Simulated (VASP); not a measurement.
A run of VASP 6.6.1 is set up as follows.

INCAR

```
SYSTEM = ZrGaH4
PREC = Accurate
ENCUT = 600
EDIFF = 1E-6
ISMEAR = 0
SIGMA = 0.1
LREAL = .False.
LASPH = .True.
NELM = 100
ALGO = Normal
ISIF = 3
LWAVE = .False.
LCHARG = .False.
GGA = PE
IBRION = 2
NSW = 90
EDIFFG = -0.04
```

File KPOINTS:

```
regular mesh
0
Gamma
  6 6 4
  0 0 0
```

POSCAR

```
ZrGaH4
1.0
    3.4696888462      0.0000000000      0.0000000000
    0.0000000000      3.4696888462      0.0000000000
    0.0000000000      0.0000000000      4.5446131785
Zr Ga H
1 1 4
Direct
    0.5000000000      0.5000000000      0.5000000000
    0.0000000000      0.0000000000      0.0000000000
    0.5000000000      0.0000000000      0.2540438820
    0.0000000000      0.5000000000      0.7459561180
    0.5000000000      0.0000000000      0.7459561180
    0.0000000000      0.5000000000      0.2540438820
```

Potentials or basis: VASP PAW PBE potentials, release 64 (Zr_sv, Ga_d, H).

The run is started by

```console
$ cat potpaw_PBE.64/Zr_sv/POTCAR potpaw_PBE.64/Ga_d/POTCAR potpaw_PBE.64/H/POTCAR > POTCAR
$ mpirun -np 1 vasp_std > vasp.out
```

Q: Predict the relaxed cell.

A: a = 3.508 Å, b = 3.508 Å, c = 4.459 Å, α = 90.00°, β = 90.00°, γ = 90.00°.

Q: Predict the relaxed volume.

A: 9.15 Å³/atom.

Stress tensor (GPa, compression positive):
```
-0.03  0.00  0.00
 0.00 -0.03  0.00
 0.00  0.00 -0.24
```
